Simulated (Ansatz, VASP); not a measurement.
Ga3Se: VASP beside Ansatz

```xyz
4
Lattice="4.4533 0.0000 0.0000 0.0000 4.4533 0.0000 0.0000 0.0000 4.1939" Properties=species:S:1:pos:R:3 pbc="T T T"
Ga    0.0000    2.2267    2.0970
Ga    2.2267    0.0000    2.0970
Ga    2.2267    2.2267    0.0000
Se    0.0000    0.0000    0.0000
```

Change from the starting cell: strain +0.030 along x and y, -0.030 along z, atoms carried along.

Alike in both runs: task single point; functional PBE; dispersion D3(BJ); k mesh 12 × 12 × 12; occupations gaussian, width 0.15 eV; no spin polarisation.

|  | VASP | Ansatz |
| --- | --- | --- |
| version | VASP 6.6.1 | Ansatz 0.2.0 |
| potentials or method | VASP PAW PBE potentials, release 64 (Ga_d, Se), cutoff 520 eV | scalar-relativistic, plane waves, PAW |
| valence electrons in the cell | 45 | 55 |

|  | VASP | Ansatz | Ansatz less VASP |
| --- | --- | --- | --- |
| gap on the k mesh at the Fermi level (eV) | none | none | - |
| pressure (GPa) | -1.2 | -1.2 | -0.02 |
| traceless stress, the component that is largest in VASP (GPa) | 0.25 | 0.24 | -0.001 |

A gap of «none» marks a metal or a gap that the smearing closes. VASP's potentials hold 45 valence electrons a cell and Ansatz's 55, so a difference there can come from the potentials and not from the codes.
